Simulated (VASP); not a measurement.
Pb, 1 atom in the cell. It takes space group Pm-3m (No. 221, cubic). Conventional cell: a = 2.632 Å, b = 2.632 Å, c = 2.632 Å, α = 90.00°, β = 90.00°, γ = 90.00°. Within 3.5 Å of Pb (site symmetry m-3m) lie 6 Pb at 2.63 Å. 

| Property | Result |
| --- | --- |
| Program | VASP 6.6.1 |
| Task | single point |
| Functional | LDA |
| Potentials or basis | VASP PAW LDA potentials, release 64 (Pb_d) |
| Cutoff | 520 eV |
| k mesh | 14 × 14 × 14 |
| Occupations | fermi-dirac, width 0.05 eV |
| Spin | no spin polarisation |
| Dipole correction | no |
| Further INCAR settings | ALGO = Normal; EDIFF = 1e-06; NBANDS = 13 |

Potentials or basis: VASP PAW LDA potentials, release 64 (Pb_d).

The run is started by

```sh
$ cat potpaw_LDA.64/Pb_d/POTCAR > POTCAR
$ mpirun -np 1 vasp_std > vasp.out
```

Hardware: 1 thread of Intel Xeon 6975P-C, with other jobs on the host.

**Question.** How long does it take, and how much memory?

**Answer.** Run time: 9.7 s on 1 thread of Intel Xeon 6975P-C, on a shared host, peak memory 0.14 GiB. Counts: scf iterations 10, k points 120.
